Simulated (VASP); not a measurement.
# CuW4 (Cmme) in VASP: single point with PBE

Aim: the single point of CuW4 with PBE.

All numbers are computed with VASP 6.6.1; they aren't measurements. Logs are shortened: lines on timing, memory, paths and dates and some standing lists are left out, and cuts for length are marked.

### 1 The cell of the first run

The structure is orthorhombic, space group Cmme (No. 67). Conventional cell: a = 3.198 Å, b = 4.398 Å, c = 21.904 Å, α = 90.00°, β = 90.00°, γ = 90.00°. Within 3.3 Å of Cu (site symmetry mm2) lie 10 Cu at 2.48 to 3.20 Å and 4 W at 2.62 to 3.02 Å. Within 3.6 Å of W (site symmetry mm2) lie 14 W at 2.72 to 3.20 Å. Within 3.6 Å of W (site symmetry mm2) lie 14 W at 2.72 to 3.20 Å. W (site symmetry mm2) has 14 W at 2.72 to 3.20 Å within 3.6 Å. W (site symmetry mm2) has 4 Cu at 2.62 to 3.02 Å and 10 W at 2.72 to 3.20 Å within 3.5 Å.

### 2 Single point, PBE

Contents of INCAR:

```
PREC = Accurate
ENCUT = 520
EDIFF = 1E-6
ISMEAR = 0
SIGMA = 0.2
LREAL = False
LASPH = True
NELM = 60
ALGO = Fast
ISIF = 2
LWAVE = False
LCHARG = False
GGA = PE
NBANDS = 78
```

Contents of KPOINTS:

```
Automatic mesh
0
Gamma
  6 6 1
```

Contents of POSCAR:

```
CuW4
1.0
    1.5991259153     -2.1989783269      0.0000000000
    1.5991259153      2.1989783269      0.0000000000
    0.0000000000      0.0000000000     21.9037909237
Cu W
2 8
Direct
    0.2500000000      0.7500000000      0.0433242743
    0.7500000000      0.2500000000      0.9566757257
    0.2500000000      0.7500000000      0.4480840984
    0.7500000000      0.2500000000      0.5519159016
    0.2500000000      0.7500000000      0.6557076974
    0.7500000000      0.2500000000      0.7593922307
    0.7500000000      0.2500000000      0.3442923026
    0.7500000000      0.2500000000      0.1379808060
    0.2500000000      0.7500000000      0.2406077693
    0.2500000000      0.7500000000      0.8620191940
```

Potentials or basis: VASP PAW PBE potentials, release 64 (Cu, W_sv).

The run is started by

```console
> cat potpaw_PBE.64/Cu/POTCAR potpaw_PBE.64/W_sv/POTCAR > POTCAR
> mpirun -np 1 vasp_std > vasp.out
```

OUTCAR:

```text
PREC = Accurate
   ENCUT = 520
   EDIFF = 1E-6
   ISMEAR = 0
   LREAL = False
   LASPH = True
   NELM = 60
   ISIF = 2
   GGA = PE

 ion  position               nearest neighbor table
   1  0.250  0.750  0.043-   2 2.48   2 2.48   8 2.62   8 2.62   8 3.02   8 3.02
   2  0.750  0.250  0.957-   1 2.48   1 2.48  10 2.62  10 2.62  10 3.02  10 3.02
   3  0.250  0.750  0.448-   7 2.78   7 2.78   4 2.78   4 2.78   7 3.16   7 3.16   4 3.16   4 3.16

   4  0.750  0.250  0.552-   5 2.78   5 2.78   3 2.78   3 2.78   5 3.16   5 3.16   3 3.16   3 3.16

   5  0.250  0.750  0.656-   6 2.78   6 2.78   4 2.78   4 2.78   6 3.16   6 3.16   4 3.16   4 3.16

   6  0.750  0.250  0.759-  10 2.76  10 2.76   5 2.78   5 2.78  10 3.14  10 3.14   5 3.16   5 3.16

   7  0.750  0.250  0.344-   9 2.78   9 2.78   3 2.78   3 2.78   9 3.16   9 3.16   3 3.16   3 3.16

   8  0.750  0.250  0.138-   1 2.62   1 2.62   9 2.76   9 2.76   1 3.02   1 3.02   9 3.14   9 3.14

   9  0.250  0.750  0.241-   8 2.76   8 2.76   7 2.78   7 2.78   8 3.14   8 3.14   7 3.16   7 3.16

  10  0.250  0.750  0.862-   2 2.62   2 2.62   6 2.76   6 2.76   2 3.02   2 3.02   6 3.14   6 3.14

  LATTYP: Found a base centered orthorhombic cell.
 ALAT       =     3.1982518306
 B/A-ratio  =     1.3751126824
 C/A-ratio  =     6.8486761155

  Lattice vectors:

 A1 = (   1.5991259153,  -2.1989783269,   0.0000000000)
 A2 = (   1.5991259153,   2.1989783269,   0.0000000000)
 A3 = (   0.0000000000,   0.0000000000,  21.9037909237)

Analysis of symmetry for initial positions (statically):
=====================================================================
 Subroutine PRICEL returns:
 Original cell was already a primitive cell.

 Routine SETGRP: Setting up the symmetry group for a
 base centered orthorhombic supercell.

 Subroutine GETGRP returns: Found  8 space group operations
 (whereof  4 operations were pure point group operations)
 out of a pool of  8 trial point group operations.

The static configuration has the point symmetry C_2h.
 The point group associated with its full space group is D_2h.

Analysis of symmetry for dynamics (positions and initial velocities):
=====================================================================
 Subroutine PRICEL returns:
 Original cell was already a primitive cell.

 Routine SETGRP: Setting up the symmetry group for a
 base centered orthorhombic supercell.

 Subroutine GETGRP returns: Found  8 space group operations
 (whereof  4 operations were pure point group operations)
 out of a pool of  8 trial point group operations.

The dynamic configuration has the point symmetry C_2h.
 The point group associated with its full space group is D_2h.

 Subroutine INISYM returns: Found  8 space group operations
 (whereof  4 operations are pure point group operations),
 and found     1 'primitive' translations

----------------------------------------------------------------------------------------

                                     Primitive cell

  volume of cell :     154.0469

  direct lattice vectors                    reciprocal lattice vectors
     1.599125915 -2.198978327  0.000000000     0.312670813 -0.227378321  0.000000000
     1.599125915  2.198978327  0.000000000     0.312670813  0.227378321  0.000000000
     0.000000000  0.000000000 21.903790924     0.000000000  0.000000000  0.045654198

  length of vectors
     2.718953728  2.718953728 21.903790924     0.386605662  0.386605662  0.045654198

  position of ions in fractional coordinates (direct lattice)
     0.250000000  0.750000000  0.043324274
     0.750000000  0.250000000  0.956675726
     0.250000000  0.750000000  0.448084098
     0.750000000  0.250000000  0.551915902
     0.250000000  0.750000000  0.655707697
     0.750000000  0.250000000  0.759392231
     0.750000000  0.250000000  0.344292303
     0.750000000  0.250000000  0.137980806
     0.250000000  0.750000000  0.240607769
     0.250000000  0.750000000  0.862019194

  ion indices of the primitive-cell ions
   primitive index   ion index
                 1           1
                 2           2
                 3           3
                 4           4
                 5           5
                 6           6
                 7           7
                 8           8
                 9           9
                10          10

----------------------------------------------------------------------------------------

 KPOINTS: Automatic mesh

Automatic generation of k-mesh.
 Grid dimensions read from file:
 generate k-points for:    6    6    1

 Generating k-lattice:

  Cartesian coordinates                     Fractional coordinates (reciprocal lattice)
     0.052111802 -0.037896387  0.000000000     0.166666667  0.000000000  0.000000000
     0.052111802  0.037896387  0.000000000     0.000000000  0.166666667  0.000000000
     0.000000000  0.000000000  0.045654198     0.000000000  0.000000000  1.000000000

  Length of vectors
     0.064434277  0.064434277  0.045654198

  Shift w.r.t. Gamma in fractional coordinates (k-lattice)
     0.000000000  0.000000000  0.000000000

 Subroutine IBZKPT returns following result:
 ===========================================

 Found     13 irreducible k-points:

 Following reciprocal coordinates:
            Coordinates               Weight
  0.000000  0.000000  0.000000      1.000000
  0.166667  0.000000  0.000000      4.000000
  0.333333 -0.000000  0.000000      4.000000
  0.500000 -0.000000  0.000000      2.000000
  0.166667  0.166667  0.000000      2.000000
  0.333333  0.166667  0.000000      4.000000
  0.500000  0.166667  0.000000      4.000000
 -0.333333  0.166667  0.000000      4.000000
 -0.166667  0.166667  0.000000      2.000000
  0.333333  0.333333  0.000000      2.000000
  0.500000  0.333333  0.000000      4.000000
 -0.333333  0.333333  0.000000      2.000000
  0.500000  0.500000  0.000000      1.000000
   k-points           NKPTS =     13   k-points in BZ     NKDIM =     13   number of bands    NBANDS=     78
   number of dos      NEDOS =    301   number of ions     NIONS =     10
   total plane-waves  NPLWV =  67200
   dimension x,y,z NGX =    20 NGY =   20 NGZ =  168
   dimension x,y,z NGXF=    40 NGYF=   40 NGZF=  336
   ions per type =               2   8
   NGX,Y,Z   is equivalent  to a cutoff of  12.23, 12.23, 12.75 a.u.
   NGXF,Y,Z  is equivalent  to a cutoff of  24.46, 24.46, 25.50 a.u.
 SYSTEM =  unknown system
   PREC   = accura    normal or accurate (medium, high low for compatibility)
   ISTART =      0    job   : 0-new  1-cont  2-samecut
   ICHARG =      2    charge: 1-file 2-atom 10-const
   ISPIN  =      1    spin polarized calculation?
   LNONCOLLINEAR =      F non collinear calculations
   LSORBIT =      F    spin-orbit coupling
   LASPH  =      T    aspherical Exc in radial PAW
   ENCUT  =  520.0 eV  38.22 Ry    6.18 a.u.   5.06  5.06 40.73*2*pi/ulx,y,z
   NELM   =     60;   NELMIN=  2; NELMDL= -5     # of ELM steps
   EDIFF  = 0.1E-05   stopping-criterion for ELM
   LREAL  =      F    real-space projection
   EDIFFG = 0.1E-04   stopping-criterion for IOM
   NSW    =      0    number of steps for IOM
   IBRION =     -1    ionic relax: 0-MD 1-quasi-New 2-CG
   NFREE  =      0    steps in history (QN), initial steepest desc. (CG)
   ISIF   =      2    stress and relaxation
   ISYM   =      2    0-nonsym 1-usesym 2-fastsym
   POTIM  = 0.5000    time-step for ionic-motion
   TEBEG  =    0.0;   TEEND  =   0.0 temperature during run
   PSTRESS=    0.0 pullay stress
   NELECT =     134.0000    total number of electrons
   NUPDOWN=      -1.0000    fix difference up-down
   EMIN   =  10.00;   EMAX   =-10.00  energy-range for DOS
   EFERMI =   0.00;   METHOD = LEGACY
   ISMEAR =     0;   SIGMA  =   0.20  broadening in eV -4-tet -1-fermi 0-gaus
   EFERMI_NEDOS =   21; number of points for ismear=-14 and -15
   IALGO  =     68    algorithm
   IMIX   =      4    mixing-type and parameters
     AMIX     =   0.40;   BMIX     =  1.00
     AMIX_MAG =   1.60;   BMIX_MAG =  1.00
  volume/ion in A,a.u.               =      15.40       103.96
  Fermi-wavevector in a.u.,A,eV,Ry     =   1.562759  2.953187 33.228381  2.442217
  Thomas-Fermi vector in A             =   2.665631
   LORBIT       =      0    0 simple, 1 ext, 2 COOP (PROOUT), +10 PAW based schemes
   GGA     = PE    functional components
   LHFCALC =     F    Hartree Fock is set to
   AEXX    =    0.0000 exact exchange contribution
   IVDW    =     0    specifies the selected vdW correction
   LEPSILON=     F    determine dielectric tensor
   LRPA    =     F    only Hartree local field effects (RPA)
 non-spin polarized calculation
 RMM-DIIS sequential band-by-band and
 Gauss-broadening in eV      SIGMA  =   0.20
  energy-cutoff  :      520.00
  volume of cell :      154.05
 maximum number of plane-waves:      4182
   NGX = 11   NGY = 11   NGZ = 81

 number of electron     134.0000019 magnetization

 Free energy of the ion-electron system (eV)
  ---------------------------------------------------
  ext. energy  EPLUGINS =         0.00000000
  ---------------------------------------------------
  free energy    TOTEN  =      -110.32137800 eV

  energy without entropy =     -110.21189519  energy(sigma->0) =     -110.26663659

 E-fermi :  10.5060     XC(G=0): -13.3473

 val. band max:       10.4831293519   @ k =   0.3333   0.1667   0.0000
 cond. band min:      10.5210553798   @ k =  -0.1667   0.1667   0.0000
 fundamental gap:      0.0379260279
 Fermi energy:        10.5060481968

 k-point     1 :       0.0000    0.0000    0.0000
  band No.  band energies     occupation
      1     -63.7345      2.00000
      2     -63.7014      2.00000
      3     -63.6716      2.00000
      4     -63.6500      2.00000
      5     -63.6169      2.00000
      6     -63.6141      2.00000
[... 70 lines left out ...]
     77      12.7849      0.00000
     78      12.8755      0.00000

 k-point     2 :       0.1667    0.0000    0.0000
  band No.  band energies     occupation
      1     -63.7102      2.00000
      2     -63.6795      2.00000
      3     -63.6520      2.00000
      4     -63.6342      2.00000
      5     -63.6002      2.00000
      6     -63.5986      2.00000
[... 70 lines left out ...]
     77      12.4621      0.00000
     78      12.7520      0.00000
[... 808 lines left out ...]
     77      12.6345      0.00000
     78      13.2918      0.00000

 k-point    13 :       0.5000    0.5000    0.0000
  band No.  band energies     occupation
      1     -63.5910      2.00000
      2     -63.5638      2.00000
      3     -63.5392      2.00000
      4     -63.5267      2.00000
      5     -63.4902      2.00000
      6     -63.4896      2.00000
[... 70 lines left out ...]
     77      14.6065      0.00000
     78      14.7443      0.00000

------------------------ aborting loop because EDIFF is reached ----------------------------------------

  FORCE on cell =-STRESS in cart. coord.  units (eV):
  Direction    XX          YY          ZZ          XY          YZ          ZX
  --------------------------------------------------------------------------------------
  -------------------------------------------------------------------------------------
  Total        0.6703371      0.5774157      0.5061085      0.0000000      0.0000000      0.0000000
  in kB        6.9718968      6.0054605      5.2638238      0.0000000      0.0000000      0.0000000
  external PRESSURE =       6.0803937 kB  Pullay stress =       0.0000000 kB

 VOLUME and BASIS-vectors are now :
 -----------------------------------------------------------------------------
  energy-cutoff  :      520.00
  volume of cell :      154.05
      direct lattice vectors                 reciprocal lattice vectors
     1.599125915 -2.198978327  0.000000000     0.312670813 -0.227378321  0.000000000
     1.599125915  2.198978327  0.000000000     0.312670813  0.227378321  0.000000000
     0.000000000  0.000000000 21.903790924     0.000000000  0.000000000  0.045654198

 POSITION                                       TOTAL-FORCE (eV/Angst)
 -----------------------------------------------------------------------------------
      1.59913      1.09949      0.94897        -0.000000      0.000000      0.001394
      1.59913     -1.09949     20.95483         0.000000      0.000000     -0.001394
      1.59913      1.09949      9.81474         0.000000      0.000000      0.001679
      1.59913     -1.09949     12.08905         0.000000      0.000000     -0.001679
      1.59913      1.09949     14.36248        -0.000000      0.000000     -0.014475
      1.59913     -1.09949     16.63357        -0.000000      0.000000      0.009297
      1.59913     -1.09949      7.54131        -0.000000      0.000000      0.014475
      1.59913     -1.09949      3.02230         0.000000      0.000000      0.001054
      1.59913      1.09949      5.27022        -0.000000      0.000000     -0.009297
      1.59913      1.09949     18.88149         0.000000      0.000000     -0.001054
 -----------------------------------------------------------------------------------
    total drift:                               -0.000000      0.000000      0.000000

  FREE ENERGIE OF THE ION-ELECTRON SYSTEM (eV)
  ---------------------------------------------------
  free  energy   TOTEN  =      -110.3213779986 eV

  energy  without entropy=     -110.2118951896  energy(sigma->0) =     -110.26663659
```

It took 19 min on 1 thread of Intel Xeon 8259CL, shared host; peak memory 0.32 GiB.

What came out:

```yaml
Free_energy: -110.3214 eV
Pressure: 0.6 GPa
Largest_force: 0.014 eV/Å
Band_gap_on_the_k_mesh: zero (bands 67 and 68 overlap by 1.75 eV)
```

Forces on the atoms (eV/Å):
```
Cu   0.000  0.000  0.001
Cu   0.000  0.000 -0.001
W    0.000  0.000  0.002
W    0.000  0.000 -0.002
W    0.000  0.000 -0.014
W    0.000  0.000  0.009
W    0.000  0.000  0.014
W    0.000  0.000  0.001
W    0.000  0.000 -0.009
W    0.000  0.000 -0.001
```

Caveat: the k points lie up to 0.40 Å⁻¹ apart, too coarse for converged energies and pressures of a metal; spin-orbit coupling is left out, which moves the levels of the heavy elements.
